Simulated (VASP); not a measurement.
# Al (Fm-3m) in VASP: further runs, part 2 of 2

VASP 6.6.1. The steps go on from the part before.

### 3 Single point, LDA (strain -0.025 along x and y, -0.025 along z)

Input file INCAR:

```
  PREC = Accurate
  ENCUT = 520
  EDIFF = 1E-6
  ISMEAR = 0
  SIGMA = 0.15
  LREAL = F
  LASPH = T
  NELM = 100
  ALGO = Normal
  ISIF = 2
  LWAVE = F
  LCHARG = F
  GGA = CA
  NBANDS = 8
```

Input file KPOINTS:

```
regular mesh
0
Gamma
  20 20 20
```

Input file POSCAR:

```
Al
1.0
    0.0000000000      1.9733805000      1.9733805000
    1.9733805000      0.0000000000      1.9733805000
    1.9733805000      1.9733805000      0.0000000000
Al
1
Direct
    0.0000000000      0.0000000000      0.0000000000
```

Potentials or basis: VASP PAW LDA potentials, release 64 (Al).

On the command line:

```console
> cat potpaw_LDA.64/Al/POTCAR > POTCAR
> mpirun -np 1 vasp_std > vasp.out
```

OUTCAR:

```text
PREC = Accurate
   ENCUT = 520
   EDIFF = 1E-6
   ISMEAR = 0
   LREAL = F
   LASPH = T
   NELM = 100
   ISIF = 2
   GGA = CA

 ion  position               nearest neighbor table
   1  0.000  0.000  0.000-

  LATTYP: Found a face centered cubic cell.
 ALAT       =     3.9467610000

  Lattice vectors:

 A1 = (   0.0000000000,   1.9733805000,   1.9733805000)
 A2 = (   1.9733805000,   0.0000000000,   1.9733805000)
 A3 = (   1.9733805000,   1.9733805000,   0.0000000000)

Analysis of symmetry for initial positions (statically):
=====================================================================
 Subroutine PRICEL returns:
 Original cell was already a primitive cell.

 Routine SETGRP: Setting up the symmetry group for a
 face centered cubic supercell.

 Subroutine GETGRP returns: Found 48 space group operations
 (whereof 48 operations were pure point group operations)
 out of a pool of 48 trial point group operations.

The static configuration has the point symmetry O_h .

Analysis of symmetry for dynamics (positions and initial velocities):
=====================================================================
 Subroutine PRICEL returns:
 Original cell was already a primitive cell.

 Routine SETGRP: Setting up the symmetry group for a
 face centered cubic supercell.

 Subroutine GETGRP returns: Found 48 space group operations
 (whereof 48 operations were pure point group operations)
 out of a pool of 48 trial point group operations.

The dynamic configuration has the point symmetry O_h .

 Subroutine INISYM returns: Found 48 space group operations
 (whereof 48 operations are pure point group operations),
 and found     1 'primitive' translations

----------------------------------------------------------------------------------------

                                     Primitive cell

  volume of cell :      15.3696

  direct lattice vectors                    reciprocal lattice vectors
     0.000000000  1.973380500  1.973380500    -0.253372322  0.253372322  0.253372322
     1.973380500  0.000000000  1.973380500     0.253372322 -0.253372322  0.253372322
     1.973380500  1.973380500  0.000000000     0.253372322  0.253372322 -0.253372322

  length of vectors
     2.790781467  2.790781467  2.790781467     0.438853735  0.438853735  0.438853735

  position of ions in fractional coordinates (direct lattice)
     0.000000000  0.000000000  0.000000000

  ion indices of the primitive-cell ions
   primitive index   ion index
                 1           1

----------------------------------------------------------------------------------------

 KPOINTS: regular mesh

Automatic generation of k-mesh.
 Grid dimensions read from file:
 generate k-points for:   20   20   20

 Generating k-lattice:

  Cartesian coordinates                     Fractional coordinates (reciprocal lattice)
    -0.012668616  0.012668616  0.012668616     0.050000000  0.000000000  0.000000000
     0.012668616 -0.012668616  0.012668616     0.000000000  0.050000000  0.000000000
     0.012668616  0.012668616 -0.012668616     0.000000000  0.000000000  0.050000000

  Length of vectors
     0.021942687  0.021942687  0.021942687

  Shift w.r.t. Gamma in fractional coordinates (k-lattice)
     0.000000000  0.000000000  0.000000000

 Subroutine IBZKPT returns following result:
 ===========================================

 Found    256 irreducible k-points:

 Following reciprocal coordinates:
            Coordinates               Weight
  0.000000  0.000000  0.000000      1.000000
  0.050000  0.000000  0.000000      8.000000
  0.100000  0.000000  0.000000      8.000000
  0.150000  0.000000  0.000000      8.000000
  0.200000  0.000000  0.000000      8.000000
  0.250000  0.000000  0.000000      8.000000
[... 16 lines left out ...]
 -0.400000  0.050000  0.000000     24.000000
 -0.350000  0.050000  0.000000     24.000000
 [... further k-points ...]
   k-points           NKPTS =    256   k-points in BZ     NKDIM =    256   number of bands    NBANDS=      8
   number of dos      NEDOS =    301   number of ions     NIONS =      1
   total plane-waves  NPLWV =  13824
   dimension x,y,z NGX =    24 NGY =   24 NGZ =   24
   dimension x,y,z NGXF=    48 NGYF=   48 NGZF=   48
   ions per type =               1
   NGX,Y,Z   is equivalent  to a cutoff of  14.30, 14.30, 14.30 a.u.
   NGXF,Y,Z  is equivalent  to a cutoff of  28.59, 28.59, 28.59 a.u.
 SYSTEM =  unknown system
   PREC   = accura    normal or accurate (medium, high low for compatibility)
   ISTART =      0    job   : 0-new  1-cont  2-samecut
   ICHARG =      2    charge: 1-file 2-atom 10-const
   ISPIN  =      1    spin polarized calculation?
   LNONCOLLINEAR =      F non collinear calculations
   LSORBIT =      F    spin-orbit coupling
   LASPH  =      T    aspherical Exc in radial PAW
   ENCUT  =  520.0 eV  38.22 Ry    6.18 a.u.   5.19  5.19  5.19*2*pi/ulx,y,z
   NELM   =    100;   NELMIN=  2; NELMDL= -5     # of ELM steps
   EDIFF  = 0.1E-05   stopping-criterion for ELM
   LREAL  =      F    real-space projection
   EDIFFG = 0.1E-04   stopping-criterion for IOM
   NSW    =      0    number of steps for IOM
   IBRION =     -1    ionic relax: 0-MD 1-quasi-New 2-CG
   NFREE  =      0    steps in history (QN), initial steepest desc. (CG)
   ISIF   =      2    stress and relaxation
   ISYM   =      2    0-nonsym 1-usesym 2-fastsym
   POTIM  = 0.5000    time-step for ionic-motion
   TEBEG  =    0.0;   TEEND  =   0.0 temperature during run
   PSTRESS=    0.0 pullay stress
   NELECT =       3.0000    total number of electrons
   NUPDOWN=      -1.0000    fix difference up-down
   EMIN   =  10.00;   EMAX   =-10.00  energy-range for DOS
   EFERMI =   0.00;   METHOD = LEGACY
   ISMEAR =     0;   SIGMA  =   0.15  broadening in eV -4-tet -1-fermi 0-gaus
   EFERMI_NEDOS =   21; number of points for ismear=-14 and -15
   IALGO  =     38    algorithm
   IMIX   =      4    mixing-type and parameters
     AMIX     =   0.40;   BMIX     =  1.00
     AMIX_MAG =   1.60;   BMIX_MAG =  1.00
  volume/ion in A,a.u.               =      15.37       103.72
  Fermi-wavevector in a.u.,A,eV,Ry     =   0.949645  1.794568 12.270071  0.901825
  Thomas-Fermi vector in A             =   2.077947
   LORBIT       =      0    0 simple, 1 ext, 2 COOP (PROOUT), +10 PAW based schemes
   GGA     = CA    functional components
   LHFCALC =     F    Hartree Fock is set to
   AEXX    =    0.0000 exact exchange contribution
   IVDW    =     0    specifies the selected vdW correction
   LEPSILON=     F    determine dielectric tensor
   LRPA    =     F    only Hartree local field effects (RPA)
 non-spin polarized calculation
 Gauss-broadening in eV      SIGMA  =   0.15
  energy-cutoff  :      520.00
  volume of cell :       15.37
 maximum number of plane-waves:       428
 NGX is ok and might be reduce to    24
   NGX = 11   NGY = 11   NGZ = 11

 number of electron       3.0000000 magnetization

 Free energy of the ion-electron system (eV)
  ---------------------------------------------------
  ext. energy  EPLUGINS =         0.00000000
  ---------------------------------------------------
  free energy    TOTEN  =        -4.19004987 eV

  energy without entropy =       -4.18542407  energy(sigma->0) =       -4.18773697

 E-fermi :   8.5930     XC(G=0): -10.6091

 val. band max:        8.5768711440   @ k =  -0.3000   0.5000   0.2000
 cond. band min:       8.6094521566   @ k =  -0.3000   0.2500   0.0000
 fundamental gap:      0.0325810127
 Fermi energy:         8.5929732297

 k-point     1 :       0.0000    0.0000    0.0000
  band No.  band energies     occupation
      1      -3.0503      2.00000
      2      21.5088      0.00000
      3      21.5088      0.00000
      4      21.5088      0.00000
      5      23.3886      0.00000
      6      23.3886      0.00000
      7      23.3886      0.00000
      8      25.6837      0.00000

 k-point     2 :       0.0500    0.0000    0.0000
  band No.  band energies     occupation
      1      -2.9793      2.00000
      2      20.2349      0.00000
      3      21.2823      0.00000
      4      21.2823      0.00000
      5      23.7262      0.00000
      6      23.7262      0.00000
      7      23.8770      0.00000
      8      26.4239      0.00000
[... 221 lines left out ...]
 k-point    23 :      -0.4000    0.0500    0.0000
  band No.  band energies     occupation
      1       1.8552      2.00000
      2       6.3729      2.00000
      3      18.3889      0.00000
      4      20.2372      0.00000
      5      21.0623      0.00000
      6      21.6892      0.00000
      7      24.3569      0.00000
      8      26.1385      0.00000

 k-point    24 :      -0.3500    0.0500    0.0000
  band No.  band energies     occupation
      1       0.7788      2.00000
      2       7.9811      2.00000
      3      18.2434      0.00000
      4      20.8439      0.00000
      5      20.9630      0.00000
      6      22.3515      0.00000
      7      24.1501      0.00000
      8      26.8285      0.00000

 [... further k-points ...]
[... 5 lines left out ...]
  --------------------------------------------------------------------------------------
  -------------------------------------------------------------------------------------
  Total        0.2410238      0.2410238      0.2410238     -0.0000000     -0.0000000      0.0000000
  in kB       25.1251139     25.1251139     25.1251139     -0.0000000     -0.0000000      0.0000000
  external PRESSURE =      25.1251139 kB  Pullay stress =       0.0000000 kB

 VOLUME and BASIS-vectors are now :
 -----------------------------------------------------------------------------
  energy-cutoff  :      520.00
  volume of cell :       15.37
      direct lattice vectors                 reciprocal lattice vectors
     0.000000000  1.973380500  1.973380500    -0.253372322  0.253372322  0.253372322
     1.973380500  0.000000000  1.973380500     0.253372322 -0.253372322  0.253372322
     1.973380500  1.973380500  0.000000000     0.253372322  0.253372322 -0.253372322

 POSITION                                       TOTAL-FORCE (eV/Angst)
 -----------------------------------------------------------------------------------
      0.00000      0.00000      0.00000         0.000000      0.000000      0.000000
 -----------------------------------------------------------------------------------
    total drift:                                0.000000     -0.000000     -0.000000

  FREE ENERGIE OF THE ION-ELECTRON SYSTEM (eV)
  ---------------------------------------------------
  free  energy   TOTEN  =        -4.1900498672 eV

  energy  without entropy=       -4.1854240660  energy(sigma->0) =       -4.18773697
```

Run time: 12 s. Hardware: 1 thread of Intel Xeon Platinum 8488C (Sapphire Rapids), shared host; peak memory 0.14 GiB.

What came out:

| Quantity | Value |
| --- | --- |
| Free energy | -4.1900 eV |
| Pressure | 2.5 GPa |

Caveat: the cell differs from its parent crystal (strain -0.025 along x and y, -0.025 along z).

### 4 Single point, LDA (strain +0.025 along x and y, +0.025 along z)

Edit INCAR of step 3 so:

```diff
@@ -11,4 +11,5 @@
   LWAVE = F
-  LCHARG = F
-  GGA = CA
+  LCHARG = T
+  LELF = T
+  LVHAR = T
   NBANDS = 8
```

KPOINTS is that of step 3.

Input file POSCAR:

```
Al
1.0
    0.0000000000      2.0745795000      2.0745795000
    2.0745795000      0.0000000000      2.0745795000
    2.0745795000      2.0745795000      0.0000000000
Al
1
Direct
    0.0000000000      0.0000000000      0.0000000000
```

On the command line:

```console
> cat potpaw_LDA.64/Al/POTCAR > POTCAR
> mpirun -np 1 vasp_std > vasp.out
```

It took 12 s on 1 thread of Intel Xeon Platinum 8488C (Sapphire Rapids), shared host; peak memory 0.14 GiB.

It converged, with:

- Free energy: -4.1390 eV
- Pressure: -7.6 GPa

Levels at points of the mesh, in eV from the Fermi level:
```tsv
k point	band 1	band 2	band 3	band 4
(0.00, 0.00, 0.00)	-10.59	12.13	12.13	12.13
(0.50, 0.00, 0.00)	-4.32	-4.26	10.41	10.41
(0.50, 0.50, 0.00)	-2.73	-1.64	5.16	5.16
```

Caveat: the cell differs from its parent crystal (strain +0.025 along x and y, +0.025 along z).

### 5 Single point, LDA (strain +0.050 along x and y, +0.050 along z)

Input file INCAR:

```
PREC = Accurate ; ENCUT = 520
EDIFF = 1E-6 ; ISMEAR = 0
SIGMA = 0.15 ; LREAL = False
LASPH = True ; NELM = 80
ALGO = Normal ; ISIF = 2
LWAVE = False ; LCHARG = True
GGA = CA ; LELF = True
LVHAR = True ; NBANDS = 8
```

KPOINTS is that of step 4.

Input file POSCAR:

```
Al
1.0
    0.0000000000      2.1251790000      2.1251790000
    2.1251790000      0.0000000000      2.1251790000
    2.1251790000      2.1251790000      0.0000000000
Al
1
Direct
    0.0000000000      0.0000000000      0.0000000000
```

On the command line:

```console
> cat potpaw_LDA.64/Al/POTCAR > POTCAR
> mpirun -np 1 vasp_std > vasp.out
```

Run time: 13 s. Hardware: 1 thread of Intel Xeon Platinum 8488C (Sapphire Rapids), shared host; peak memory 0.14 GiB.

It converged, with:

| Property | Result |
| --- | --- |
| Free energy | -4.0638 eV |
| Pressure | -10.2 GPa |

Levels at points of the mesh, in eV from the Fermi level:
```
           k point  band 1  band 2  band 3  band 4
(0.00, 0.00, 0.00)  -10.11   11.78   11.78   11.78
(0.50, 0.00, 0.00)   -4.22   -3.97    9.74    9.74
(0.50, 0.50, 0.00)   -2.54   -1.65    4.88    4.88
```

Caveat: the cell differs from its parent crystal (strain +0.050 along x and y, +0.050 along z).

### 6 Overview

| cell | gap on the mesh (eV) | pressure (GPa) |
| --- | --- | --- |
| a = 2.719 Å, angles 60.0°, 1 atom | none | 11.4 |
| a = 2.791 Å, angles 60.0°, 1 atom | none | 2.5 |
| a = 2.934 Å, angles 60.0°, 1 atom | none | -7.6 |
| a = 3.005 Å, angles 60.0°, 1 atom | none | -10.2 |

Alike in all rows: task single point; level LDA; potentials or basis VASP PAW LDA potentials, release 64 (Al); no spin polarisation; k mesh 20 × 20 × 20; cutoff (eV) 520; smearing gaussian 0.15 eV.

Absolute energies hang on the potentials; compare differences alone.
